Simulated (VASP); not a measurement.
# Rb (Im-3m) in VASP: single point with LDA

Aim: the single point of Rb with LDA.

All numbers are computed with VASP 6.6.1; they aren't measurements. Logs are shortened: lines on timing, memory, paths and dates and some standing lists are left out, and cuts for length are marked.

### Step 1. The cell of the first run

It takes space group Im-3m (No. 229, cubic). The conventional cell has a = 5.612 Å, b = 5.612 Å, c = 5.612 Å, α = 90.00°, β = 90.00°, γ = 90.00°.

### Step 2. Single point, LDA

The input, INCAR:

```
PREC     = Accurate       # precision mode
ENCUT    = 500            # plane-wave cutoff, eV
EDIFF    = 1E-6           # SCF threshold, eV
ISMEAR   = 0              # smearing method
SIGMA    = 0.1            # smearing width, eV
LREAL    = False          # projectors in reciprocal space
LASPH    = True           # aspherical terms in the spheres
NELM     = 120            # most SCF steps
ALGO     = Normal         # electronic algorithm
ISIF     = 2              # what is computed and relaxed
LWAVE    = False          # write WAVECAR
LCHARG   = True           # write CHGCAR
GGA      = CA             # functional
LELF     = True           # ELF
LVHAR    = True         
NBANDS   = 10             # bands
GGA_COMPAT= False
```

The input, KPOINTS:

```
regular mesh
0
Gamma
  4 4 4
```

The input, POSCAR:

```
Rb
1.0
   -2.8060000000      2.8060000000      2.8060000000
    2.8060000000     -2.8060000000      2.8060000000
    2.8060000000      2.8060000000     -2.8060000000
Rb
1
Direct
    0.0000000000      0.0000000000      0.0000000000
```

Potentials or basis: VASP PAW LDA potentials, release 64 (Rb_sv).

Command:

```sh
> cat potpaw_LDA.64/Rb_sv/POTCAR > POTCAR
> mpirun -np 1 vasp_std > vasp.out
```

OUTCAR:

```text
PREC = Accurate
   ENCUT = 500
   EDIFF = 1E-6
   ISMEAR = 0
   LREAL = False
   LASPH = True
   NELM = 120
   ISIF = 2
   GGA = CA

 ion  position               nearest neighbor table
   1  0.000  0.000  0.000-

  LATTYP: Found a body centered cubic cell.
 ALAT       =     5.6120000000

  Lattice vectors:

 A1 = (  -2.8060000000,   2.8060000000,   2.8060000000)
 A2 = (   2.8060000000,  -2.8060000000,   2.8060000000)
 A3 = (   2.8060000000,   2.8060000000,  -2.8060000000)

Analysis of symmetry for initial positions (statically):
=====================================================================
 Subroutine PRICEL returns:
 Original cell was already a primitive cell.

 Routine SETGRP: Setting up the symmetry group for a
 body centered cubic supercell.

 Subroutine GETGRP returns: Found 48 space group operations
 (whereof 48 operations were pure point group operations)
 out of a pool of 48 trial point group operations.

The static configuration has the point symmetry O_h .

Analysis of symmetry for dynamics (positions and initial velocities):
=====================================================================
 Subroutine PRICEL returns:
 Original cell was already a primitive cell.

 Routine SETGRP: Setting up the symmetry group for a
 body centered cubic supercell.

 Subroutine GETGRP returns: Found 48 space group operations
 (whereof 48 operations were pure point group operations)
 out of a pool of 48 trial point group operations.

The dynamic configuration has the point symmetry O_h .

 Subroutine INISYM returns: Found 48 space group operations
 (whereof 48 operations are pure point group operations),
 and found     1 'primitive' translations

----------------------------------------------------------------------------------------

                                     Primitive cell

  volume of cell :      88.3737

  direct lattice vectors                    reciprocal lattice vectors
    -2.806000000  2.806000000  2.806000000     0.000000000  0.178189594  0.178189594
     2.806000000 -2.806000000  2.806000000     0.178189594  0.000000000  0.178189594
     2.806000000  2.806000000 -2.806000000     0.178189594  0.178189594  0.000000000

  length of vectors
     4.860134566  4.860134566  4.860134566     0.251998140  0.251998140  0.251998140

  position of ions in fractional coordinates (direct lattice)
[... 62 lines left out ...]
   EDIFFG = 0.1E-04   stopping-criterion for IOM
   NSW    =      0    number of steps for IOM
   IBRION =     -1    ionic relax: 0-MD 1-quasi-New 2-CG
   NFREE  =      0    steps in history (QN), initial steepest desc. (CG)
   ISIF   =      2    stress and relaxation
   ISYM   =      2    0-nonsym 1-usesym 2-fastsym
   POTIM  = 0.5000    time-step for ionic-motion
   TEBEG  =    0.0;   TEEND  =   0.0 temperature during run
   PSTRESS=    0.0 pullay stress
   NELECT =       9.0000    total number of electrons
   NUPDOWN=      -1.0000    fix difference up-down
   EMIN   =  10.00;   EMAX   =-10.00  energy-range for DOS
   EFERMI =   0.00;   METHOD = LEGACY
   ISMEAR =     0;   SIGMA  =   0.10  broadening in eV -4-tet -1-fermi 0-gaus
   EFERMI_NEDOS =   21; number of points for ismear=-14 and -15
   IALGO  =     38    algorithm
   IMIX   =      4    mixing-type and parameters
     AMIX     =   0.40;   BMIX     =  1.00
     AMIX_MAG =   1.60;   BMIX_MAG =  1.00
  volume/ion in A,a.u.               =      88.37       596.38
  Fermi-wavevector in a.u.,A,eV,Ry     =   0.764507  1.444708  7.952205  0.584471
  Thomas-Fermi vector in A             =   1.864423
   LORBIT       =      0    0 simple, 1 ext, 2 COOP (PROOUT), +10 PAW based schemes
   GGA     = CA    functional components
   LHFCALC =     F    Hartree Fock is set to
   AEXX    =    0.0000 exact exchange contribution
   IVDW    =     0    specifies the selected vdW correction
   LEPSILON=     F    determine dielectric tensor
   LRPA    =     F    only Hartree local field effects (RPA)
 non-spin polarized calculation
 Gauss-broadening in eV      SIGMA  =   0.10
  energy-cutoff  :      500.00
  volume of cell :       88.37
 maximum number of plane-waves:      2258
   NGX = 17   NGY = 17   NGZ = 17

 number of electron       9.0000000 magnetization

 Free energy of the ion-electron system (eV)
  ---------------------------------------------------
  ext. energy  EPLUGINS =         0.00000000
  ---------------------------------------------------
  free energy    TOTEN  =        -0.99125912 eV

  energy without entropy =       -0.97014785  energy(sigma->0) =       -0.98070348

 E-fermi :  -0.1553     XC(G=0):  -5.7531

 val. band max:       -0.1626069220   @ k =   0.2500   0.2500   0.0000
 cond. band min:       0.0535639750   @ k =   0.5000   0.0000   0.0000
 fundamental gap:      0.2161708970
 Fermi energy:        -0.1552782151

 k-point     1 :       0.0000    0.0000    0.0000
  band No.  band energies     occupation
      1     -28.9235      2.00000
      2     -13.0214      2.00000
      3     -13.0214      2.00000
      4     -13.0214      2.00000
      5      -2.1673      2.00000
      6       3.4603      0.00000
      7       3.4603      0.00000
      8       3.4603      0.00000
      9       4.4541      0.00000
     10       4.4541      0.00000
[... 79 lines left out ...]
 k-point     8 :       0.5000    0.5000    0.5000
  band No.  band energies     occupation
      1     -28.9146      2.00000
      2     -13.0998      2.00000
      3     -13.0998      2.00000
      4     -13.0998      2.00000
      5       1.1149      0.00000
      6       1.1149      0.00000
      7       3.1760      0.00000
      8       3.1760      0.00000
      9       3.1760      0.00000
     10       4.6080      0.00000

------------------------ aborting loop because EDIFF is reached ----------------------------------------

  FORCE on cell =-STRESS in cart. coord.  units (eV):
  Direction    XX          YY          ZZ          XY          YZ          ZX
  --------------------------------------------------------------------------------------
  -------------------------------------------------------------------------------------
  Total       -0.1534737     -0.1534737     -0.1534737     -0.0000000     -0.0000000      0.0000000
  in kB       -2.7824118     -2.7824118     -2.7824118     -0.0000000     -0.0000000      0.0000000
  external PRESSURE =      -2.7824118 kB  Pullay stress =       0.0000000 kB

 VOLUME and BASIS-vectors are now :
 -----------------------------------------------------------------------------
  energy-cutoff  :      500.00
  volume of cell :       88.37
      direct lattice vectors                 reciprocal lattice vectors
    -2.806000000  2.806000000  2.806000000     0.000000000  0.178189594  0.178189594
     2.806000000 -2.806000000  2.806000000     0.178189594  0.000000000  0.178189594
     2.806000000  2.806000000 -2.806000000     0.178189594  0.178189594  0.000000000

 POSITION                                       TOTAL-FORCE (eV/Angst)
 -----------------------------------------------------------------------------------
      0.00000      0.00000      0.00000         0.000000     -0.000000     -0.000000
 -----------------------------------------------------------------------------------
    total drift:                               -0.000000     -0.000000      0.000000

  FREE ENERGIE OF THE ION-ELECTRON SYSTEM (eV)
  ---------------------------------------------------
  free  energy   TOTEN  =        -0.9912591165 eV

  energy  without entropy=       -0.9701478505  energy(sigma->0) =       -0.98070348
```

Run time: 11 s. Hardware: 1 thread of AMD EPYC 7R13, shared host; peak memory 0.13 GiB.

Results:

| Item | Value |
| --- | --- |
| Free energy | -0.9913 eV |
| Pressure | -0.3 GPa |
| Band gap on the k mesh | zero (an odd number of electrons rules out a gap without spin polarisation) |

Levels at points of the mesh, in eV from the Fermi level:
```tsv
k point	band 1	band 2	band 3	band 4	band 5	band 6	band 7	band 8
(0.00, 0.00, 0.00)	-28.77	-12.87	-12.87	-12.87	-2.01	3.62	3.62	3.62
(0.50, 0.00, 0.00)	-28.76	-12.98	-12.90	-12.87	0.21	0.87	2.55	4.22
(0.50, 0.50, 0.50)	-28.76	-12.94	-12.94	-12.94	1.27	1.27	3.33	3.33
```

Caveat: the k points lie up to 0.40 Å⁻¹ apart, too coarse for converged energies and pressures of a metal.
